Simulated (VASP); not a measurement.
Set up this calculation in VASP 6.6.1, as the native input.

* Task: single point
* Functional: PBE
* Potentials or basis: VASP PAW PBE potentials, release 64 (Sb)
* Cutoff: 520 eV
* k mesh: 4 × 4 × 6
* Occupations: gaussian, width 0.1 eV
* Spin: no spin polarisation
* Dipole correction: no
* Further INCAR settings: ALGO = Normal; EDIFF = 1e-06; NBANDS = 24

The structure of Sb lies in POSCAR:

```
Sb
1.0
    7.3224322400      0.0000000000      0.0000000000
    0.0000000000      7.3224322400      0.0000000000
    0.0000000000      0.0000000000      2.9020880700
Sb
6
Direct
    0.5000000000      0.5000000000      0.0000000000
    0.0000000000      0.0000000000      0.0000000000
    0.8631799800      0.6368200200      0.0000000000
    0.1368200200      0.3631799800      0.0000000000
    0.6368200200      0.1368200200      0.0000000000
    0.3631799800      0.8631799800      0.0000000000
```

The cell was generated, and may not be a known phase.

The input as run:

INCAR

```
SYSTEM = Sb
PREC     = Accurate       ! precision mode
ENCUT    = 520            ! plane-wave cutoff, eV
EDIFF    = 1E-6           ! SCF threshold, eV
ISMEAR   = 0              ! smearing method
SIGMA    = 0.1            ! smearing width, eV
LREAL    = .False.        ! projectors in reciprocal space
LASPH    = .True.         ! aspherical terms in the spheres
NELM     = 100            ! most SCF steps
ALGO     = Normal         ! electronic algorithm
ISIF     = 2              ! what is computed and relaxed
LWAVE    = .False.        ! write WAVECAR
LCHARG   = .False.        ! write CHGCAR
GGA      = PE             ! functional
NBANDS   = 24             ! bands
```

KPOINTS

```
regular mesh
0
Gamma
  4 4 6
  0 0 0
```

Potentials or basis: VASP PAW PBE potentials, release 64 (Sb).

Launch:

```console
$ cat potpaw_PBE.64/Sb/POTCAR > POTCAR
$ mpirun -np 1 vasp_std > vasp.out
```

It gave:

```json
{
 "Pressure": "18.5 GPa",
 "Largest force": "0.140 eV/Å",
 "Band gap on the k mesh": "zero (bands 15 and 16 overlap by 4.64 eV)"
}
```

Caveat: the k points lie up to 0.36 Å⁻¹ apart, too coarse for converged energies and pressures of a metal; spin-orbit coupling is left out, which moves the levels of the heavy elements.

Wall time 44 s on 1 thread of Intel(R) Xeon(R) 6975P-C (Granite Rapids), on a shared host, peak memory 0.26 GiB.
